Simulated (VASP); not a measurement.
# BiTe (I4mm) in VASP: further runs

The runs below take BiTe through single point, with PBEsol.

Everything below comes from runs of VASP 6.6.1. Logs are shortened: lines on timing, memory, paths and dates and some standing lists are left out, and cuts for length are marked.

## 1. The cell of the first run

The structure is tetragonal, space group I4mm (No. 107). Conventional cell: a = 4.575 Å, b = 4.575 Å, c = 6.470 Å, α = 90.00°, β = 90.00°, γ = 90.00°. Within 4.2 Å of Bi (site symmetry 4mm) lie 6 Te at 3.16 to 3.31 Å. Within 4.2 Å of Te (site symmetry 4mm) lie 6 Bi at 3.16 to 3.31 Å.

## 2. Single point, PBEsol

Input file INCAR:

```
PREC = Accurate ; ENCUT = 520
EDIFF = 1E-6 ; ISMEAR = 0
SIGMA = 0.15 ; LREAL = False
LASPH = True ; NELM = 60
ALGO = Normal ; ISIF = 2
LWAVE = False ; LCHARG = False
GGA = PS ; NBANDS = 18
```

Input file KPOINTS:

```
regular mesh
0
Gamma
  14 14 14
```

Input file POSCAR:

```
BiTe
1.0
    0.0000000000      3.2350000000      3.2350000000
    3.2350000000      0.0000000000      3.2350000000
    3.2350000000      3.2350000000      0.0000000000
Bi Te
1 1
Direct
   -0.0115919629     -0.0115919629      0.0115919629
    0.5000000000      0.5000000000      0.5000000000
```

Potentials or basis: VASP PAW PBE potentials, release 64 (Bi_d, Te).

The run is started by

```
> cat potpaw_PBE.64/Bi_d/POTCAR potpaw_PBE.64/Te/POTCAR > POTCAR
> mpirun -np 1 vasp_std > vasp.out
```

OUTCAR:

```text
PREC = Accurate
   ENCUT = 520
   EDIFF = 1E-6
   ISMEAR = 0
   LREAL = False
   LASPH = True
   NELM = 60
   ISIF = 2
   GGA = PS

 ion  position               nearest neighbor table
   1  0.988  0.988  0.012-   2 3.16   2 3.24   2 3.24   2 3.24   2 3.24   2 3.31
   2  0.500  0.500  0.500-   1 3.16   1 3.24   1 3.24   1 3.24   1 3.24   1 3.31

  LATTYP: Found a face centered cubic cell.
 ALAT       =     6.4700000000

  Lattice vectors:

 A1 = (   0.0000000000,   3.2350000000,   3.2350000000)
 A2 = (   3.2350000000,   0.0000000000,   3.2350000000)
 A3 = (   3.2350000000,   3.2350000000,   0.0000000000)

Analysis of symmetry for initial positions (statically):
=====================================================================
 Subroutine PRICEL returns:
 Original cell was already a primitive cell.

 Routine SETGRP: Setting up the symmetry group for a
 face centered cubic supercell.

 Subroutine GETGRP returns: Found  8 space group operations
 (whereof  8 operations were pure point group operations)
 out of a pool of 48 trial point group operations.

The static configuration has the point symmetry C_4v.

Analysis of symmetry for dynamics (positions and initial velocities):
=====================================================================
 Subroutine PRICEL returns:
 Original cell was already a primitive cell.

 Routine SETGRP: Setting up the symmetry group for a
 face centered cubic supercell.

 Subroutine GETGRP returns: Found  8 space group operations
 (whereof  8 operations were pure point group operations)
 out of a pool of 48 trial point group operations.

The dynamic configuration has the point symmetry C_4v.

 Subroutine INISYM returns: Found  8 space group operations
 (whereof  8 operations are pure point group operations),
 and found     1 'primitive' translations

----------------------------------------------------------------------------------------

                                     Primitive cell

  volume of cell :      67.7100

  direct lattice vectors                    reciprocal lattice vectors
     0.000000000  3.235000000  3.235000000    -0.154559505  0.154559505  0.154559505
     3.235000000  0.000000000  3.235000000     0.154559505 -0.154559505  0.154559505
     3.235000000  3.235000000  0.000000000     0.154559505  0.154559505 -0.154559505

  length of vectors
     4.574980874  4.574980874  4.574980874     0.267704916  0.267704916  0.267704916

  position of ions in fractional coordinates (direct lattice)
     0.988408037  0.988408037  0.011591963
     0.500000000  0.500000000  0.500000000

  ion indices of the primitive-cell ions
   primitive index   ion index
                 1           1
                 2           2

----------------------------------------------------------------------------------------

 KPOINTS: regular mesh

Automatic generation of k-mesh.
 Grid dimensions read from file:
 generate k-points for:   14   14   14

 Generating k-lattice:

  Cartesian coordinates                     Fractional coordinates (reciprocal lattice)
    -0.011039965  0.011039965  0.011039965     0.071428571  0.000000000  0.000000000
     0.011039965 -0.011039965  0.011039965     0.000000000  0.071428571  0.000000000
     0.011039965  0.011039965 -0.011039965     0.000000000  0.000000000  0.071428571

  Length of vectors
     0.019121780  0.019121780  0.019121780

  Shift w.r.t. Gamma in fractional coordinates (k-lattice)
     0.000000000  0.000000000  0.000000000

 Subroutine IBZKPT returns following result:
 ===========================================

 Found    244 irreducible k-points:

 Following reciprocal coordinates:
            Coordinates               Weight
  0.000000  0.000000  0.000000      1.000000
  0.071429  0.000000  0.000000      8.000000
  0.142857  0.000000  0.000000      8.000000
  0.214286  0.000000  0.000000      8.000000
  0.285714  0.000000  0.000000      8.000000
  0.357143  0.000000  0.000000      8.000000
[... 16 lines left out ...]
 -0.428571  0.071429  0.000000      8.000000
  0.000000 -0.428571  0.071429     16.000000
 [... further k-points ...]
   k-points           NKPTS =    244   k-points in BZ     NKDIM =    244   number of bands    NBANDS=     18
   number of dos      NEDOS =    301   number of ions     NIONS =      2
   total plane-waves  NPLWV =  46656
   dimension x,y,z NGX =    36 NGY =   36 NGZ =   36
   dimension x,y,z NGXF=    72 NGYF=   72 NGZF=   72
   ions per type =               1   1
   NGX,Y,Z   is equivalent  to a cutoff of  13.08, 13.08, 13.08 a.u.
   NGXF,Y,Z  is equivalent  to a cutoff of  26.16, 26.16, 26.16 a.u.
 SYSTEM =  unknown system
   PREC   = accura    normal or accurate (medium, high low for compatibility)
   ISTART =      0    job   : 0-new  1-cont  2-samecut
   ICHARG =      2    charge: 1-file 2-atom 10-const
   ISPIN  =      1    spin polarized calculation?
   LNONCOLLINEAR =      F non collinear calculations
   LSORBIT =      F    spin-orbit coupling
   LASPH  =      T    aspherical Exc in radial PAW
   ENCUT  =  520.0 eV  38.22 Ry    6.18 a.u.   8.51  8.51  8.51*2*pi/ulx,y,z
   NELM   =     60;   NELMIN=  2; NELMDL= -5     # of ELM steps
   EDIFF  = 0.1E-05   stopping-criterion for ELM
   LREAL  =      F    real-space projection
   EDIFFG = 0.1E-04   stopping-criterion for IOM
   NSW    =      0    number of steps for IOM
   IBRION =     -1    ionic relax: 0-MD 1-quasi-New 2-CG
   NFREE  =      0    steps in history (QN), initial steepest desc. (CG)
   ISIF   =      2    stress and relaxation
   ISYM   =      2    0-nonsym 1-usesym 2-fastsym
   POTIM  = 0.5000    time-step for ionic-motion
   TEBEG  =    0.0;   TEEND  =   0.0 temperature during run
   PSTRESS=    0.0 pullay stress
   NELECT =      21.0000    total number of electrons
   NUPDOWN=      -1.0000    fix difference up-down
   EMIN   =  10.00;   EMAX   =-10.00  energy-range for DOS
   EFERMI =   0.00;   METHOD = LEGACY
   ISMEAR =     0;   SIGMA  =   0.15  broadening in eV -4-tet -1-fermi 0-gaus
   EFERMI_NEDOS =   21; number of points for ismear=-14 and -15
   IALGO  =     38    algorithm
   IMIX   =      4    mixing-type and parameters
     AMIX     =   0.40;   BMIX     =  1.00
     AMIX_MAG =   1.60;   BMIX_MAG =  1.00
  volume/ion in A,a.u.               =      33.86       228.46
  Fermi-wavevector in a.u.,A,eV,Ry     =   1.108146  2.094092 16.707785  1.227988
  Thomas-Fermi vector in A             =   2.244669
   LORBIT       =      0    0 simple, 1 ext, 2 COOP (PROOUT), +10 PAW based schemes
   GGA     = PS    functional components
   LHFCALC =     F    Hartree Fock is set to
   AEXX    =    0.0000 exact exchange contribution
   IVDW    =     0    specifies the selected vdW correction
   LEPSILON=     F    determine dielectric tensor
   LRPA    =     F    only Hartree local field effects (RPA)
 non-spin polarized calculation
 Gauss-broadening in eV      SIGMA  =   0.15
  energy-cutoff  :      520.00
  volume of cell :       67.71
 maximum number of plane-waves:      1845
 NGX is ok and might be reduce to    36
   NGX = 17   NGY = 17   NGZ = 17

 number of electron      21.0000000 magnetization

 Free energy of the ion-electron system (eV)
  ---------------------------------------------------
  ext. energy  EPLUGINS =         0.00000000
  ---------------------------------------------------
  free energy    TOTEN  =        -7.97580974 eV

  energy without entropy =       -7.95978991  energy(sigma->0) =       -7.96779982

 E-fermi :   6.5015     XC(G=0):  -9.5927

 val. band max:        6.5003146523   @ k =   0.1429  -0.3571   0.3571
 cond. band min:       6.5310259816   @ k =  -0.4286   0.1429   0.0000
 fundamental gap:      0.0307113294
 Fermi energy:         6.5014666076

 k-point     1 :       0.0000    0.0000    0.0000
  band No.  band energies     occupation
      1     -16.5716      2.00000
      2     -16.5679      2.00000
      3     -16.5657      2.00000
      4     -16.5657      2.00000
      5     -16.5634      2.00000
      6      -7.0506      2.00000
[... 10 lines left out ...]
     17      12.4753      0.00000
     18      12.9222      0.00000

 k-point     2 :       0.0714    0.0000    0.0000
  band No.  band energies     occupation
      1     -16.5717      2.00000
      2     -16.5681      2.00000
      3     -16.5655      2.00000
      4     -16.5654      2.00000
      5     -16.5632      2.00000
      6      -7.0050      2.00000
[... 10 lines left out ...]
     17      12.8091      0.00000
     18      13.3054      0.00000

 k-point     3 :       0.1429    0.0000    0.0000
  band No.  band energies     occupation
      1     -16.5722      2.00000
      2     -16.5687      2.00000
      3     -16.5651      2.00000
      4     -16.5644      2.00000
      5     -16.5625      2.00000
      6      -6.8686      2.00000
[... 10 lines left out ...]
     17      13.6269      0.00000
     18      14.1329      0.00000

 k-point     4 :       0.2143    0.0000    0.0000
  band No.  band energies     occupation
      1     -16.5731      2.00000
      2     -16.5697      2.00000
      3     -16.5645      2.00000
      4     -16.5630      2.00000
      5     -16.5614      2.00000
      6      -6.6435      2.00000
[... 375 lines left out ...]
      4     -16.5586      2.00000
      5     -16.5571      2.00000
      6      -5.1750      2.00000
[... 10 lines left out ...]
     17      14.7693      0.00000
     18      15.7410      0.00000

 k-point    23 :      -0.4286    0.0714    0.0000
  band No.  band energies     occupation
      1     -16.5760      2.00000
      2     -16.5724      2.00000
      3     -16.5631      2.00000
      4     -16.5587      2.00000
      5     -16.5574      2.00000
      6      -5.3117      2.00000
[... 10 lines left out ...]
     17      15.1165      0.00000
     18      16.0967      0.00000

 k-point    24 :       0.0000   -0.4286    0.0714
  band No.  band energies     occupation
      1     -16.5758      2.00000
      2     -16.5726      2.00000
      3     -16.5630      2.00000
      4     -16.5586      2.00000
      5     -16.5575      2.00000
      6      -5.3113      2.00000
[... 10 lines left out ...]
     17      15.1188      0.00000
     18      16.0936      0.00000

 [... further k-points ...]
[... 5 lines left out ...]
  --------------------------------------------------------------------------------------
  -------------------------------------------------------------------------------------
  Total       -0.7102140     -0.7102140     -0.6526158      0.0000000      0.0000000      0.0000000
  in kB      -16.8053261    -16.8053261    -15.4424181      0.0000000      0.0000000      0.0000000
  external PRESSURE =     -16.3510235 kB  Pullay stress =       0.0000000 kB

 VOLUME and BASIS-vectors are now :
 -----------------------------------------------------------------------------
  energy-cutoff  :      520.00
  volume of cell :       67.71
      direct lattice vectors                 reciprocal lattice vectors
     0.000000000  3.235000000  3.235000000    -0.154559505  0.154559505  0.154559505
     3.235000000  0.000000000  3.235000000     0.154559505 -0.154559505  0.154559505
     3.235000000  3.235000000  0.000000000     0.154559505  0.154559505 -0.154559505

 POSITION                                       TOTAL-FORCE (eV/Angst)
 -----------------------------------------------------------------------------------
      3.23500      3.23500      6.39500         0.000000      0.000000      0.173399
      3.23500      3.23500      3.23500         0.000000      0.000000     -0.173399
 -----------------------------------------------------------------------------------
    total drift:                                0.000000      0.000000      0.000130

  FREE ENERGIE OF THE ION-ELECTRON SYSTEM (eV)
  ---------------------------------------------------
  free  energy   TOTEN  =        -7.9758097375 eV

  energy  without entropy=       -7.9597899071  energy(sigma->0) =       -7.96779982
```

Run time: 2.9 min. Hardware: 1 thread of Intel Xeon Platinum 8259CL at 2.50GHz (Skylake/Cascade Lake), shared host; peak memory 0.43 GiB.

Results:

* Free energy: -7.9758 eV
* Pressure: -1.6 GPa
* Largest force: 0.173 eV/Å

Forces on the atoms (eV/Å):
```
Bi   0.000  0.000  0.173
Te   0.000  0.000 -0.173
```

Stress tensor (GPa, compression positive):
```
-1.68  0.00  0.00
 0.00 -1.68  0.00
 0.00  0.00 -1.54
```

Caveat: the cell differs from its parent crystal (all Bi atoms moved +0.075 Å, as atom 1 towards its neighbour atom 2 (Te) at 3.235 Å); the PAW data sets were made with another functional, which shifts forces and pressure a little; spin-orbit coupling is left out, which moves the levels of the heavy elements.

## 3. Single point, PBEsol

Input file INCAR:

```
SYSTEM = BiTe
PREC = Accurate
ENCUT = 520
EDIFF = 1E-7
ISMEAR = 0
SIGMA = 0.15
LREAL = .False.
LASPH = .True.
NELM = 80
ALGO = Normal
ISIF = 2
LWAVE = .False.
LCHARG = .False.
GGA = PS
NBANDS = 18
```

Input file KPOINTS:

```
regular mesh
0
Gamma
  14 14 14
  0 0 0
```

POSCAR: that of step 2 with these lines changed.

```diff
@@ -8,3 +8,3 @@
 Direct
-   -0.0115919629     -0.0115919629      0.0115919629
+   -0.0038639876     -0.0038639876      0.0038639876
     0.5000000000      0.5000000000      0.5000000000
```

Potentials or basis: VASP PAW PBE potentials, release 64 (Bi_d, Te).

The run is started by

```
> cat potpaw_PBE.64/Bi_d/POTCAR potpaw_PBE.64/Te/POTCAR > POTCAR
> mpirun -np 1 vasp_std > vasp.out
```

Run time: 3.3 min. Hardware: 1 thread of Intel Xeon Platinum 8259CL at 2.50GHz (Skylake/Cascade Lake), shared host; peak memory 0.43 GiB.

Results (log left out):

```yaml
Free_energy: -7.9815 eV
Pressure: -1.7 GPa
Largest_force: 0.057 eV/Å
```

Forces on the atoms (eV/Å):
```
Bi   0.000  0.000  0.057
Te   0.000  0.000 -0.057
```

Levels at points of the mesh, in eV from the Fermi level:
| k point | band 8 | band 9 | band 10 | band 11 | band 12 | band 13 |
| --- | --- | --- | --- | --- | --- | --- |
| (0.00, 0.00, 0.00) | -2.54 | -2.53 | -2.53 | 2.14 | 2.14 | 2.15 |
| (0.50, 0.00, 0.00) | -1.91 | -1.91 | -1.61 | -0.86 | -0.63 | -0.63 |
| (0.50, 0.50, 0.00) | -5.68 | -4.01 | -4.01 | 2.17 | 3.59 | 3.59 |
| (0.00, 0.50, 0.50) | -5.68 | -4.02 | -4.01 | 2.16 | 3.59 | 3.59 |

Caveat: the cell differs from its parent crystal (all Bi atoms moved +0.025 Å, as atom 1 towards its neighbour atom 2 (Te) at 3.235 Å); the PAW data sets were made with another functional, which shifts forces and pressure a little; spin-orbit coupling is left out, which moves the levels of the heavy elements.
